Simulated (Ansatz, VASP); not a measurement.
HfN: VASP beside Ansatz

File INCAR:

```
SYSTEM = HfN
  PREC = Accurate
  ENCUT = 520
  EDIFF = 1E-7
  ISMEAR = -1
  SIGMA = 0.05
  LREAL = .FALSE.
  LASPH = .TRUE.
  NELM = 100
  ALGO = Normal
  ISIF = 2
  LWAVE = .FALSE.
  LCHARG = .FALSE.
  GGA = CA
  NBANDS = 23
```

KPOINTS

```
regular mesh
0
G
  10 10 5
  0 0 0
```

POSCAR

```
HfN
1.0
    3.1546629845      0.0000000000      0.0000000000
   -1.5773314923      2.7320182850      0.0000000000
    0.0000000000      0.0000000000      5.4526413994
Hf N
2 2
Direct
    0.3333333333      0.6666666667      0.2500000000
    0.6666666667      0.3333333333      0.7500000000
    0.0000000000      0.0000000000      0.5000000000
    0.0000000000      0.0000000000      0.0000000000
```

input.yaml

```yaml
crystal:
  lattice:
    - [3.1546629845, 0.0, 0.0]
    - [-1.5773314923, 2.732018285, 0.0]
    - [0.0, 0.0, 5.4526413994]
  atoms:
    - { symbol: Hf, position: [0.3333333333, 0.6666666667, 0.25] }
    - { symbol: Hf, position: [0.6666666667, 0.3333333333, 0.75] }
    - { symbol: "N", position: [0.0, 0.0, 0.5] }
    - { symbol: "N", position: [0.0, 0.0, 0.0] }
kpoints:
  mp_grid: { grid: [10, 10, 5] }
scf:
  occupations: { method: fermi_dirac, width: 0.05 }
hamiltonian:
  xc: lda
  pseudopotentials: { kind: all_electron, lapw: { basis_error: 0.002 } }
output:
  forces: true
  stress: true
  eigenvalues: true
```

Change from the starting cell: volume scaled by 1.02.

Alike in both runs: task single point; functional LDA; k mesh 10 × 10 × 5; occupations fermi-dirac, width 0.05 eV; no spin polarisation.

```csv
,VASP,Ansatz
version,VASP 6.6.1,Ansatz 0.2.0
potentials or method,"VASP PAW LDA potentials, release 64 (Hf_pv, N), cutoff 520 eV","all-electron LAPW, scalar-relativistic"
```

```csv
,VASP,Ansatz,Ansatz less VASP
gap on the k mesh at the Fermi level (eV),none,none,-
pressure (GPa),-15.0,-13.7,+1.26
"traceless stress, the component that is largest in VASP (GPa)",-0.45,-0.48,-0.031
```

LDA's correlation is that of Perdew and Zunger in VASP and of Perdew and Wang (1992) in Ansatz. A gap of «none» marks a metal or a gap that the smearing closes. Ansatz ran all-electron here, and VASP with PAW potentials.

Spin-orbit coupling is off throughout.
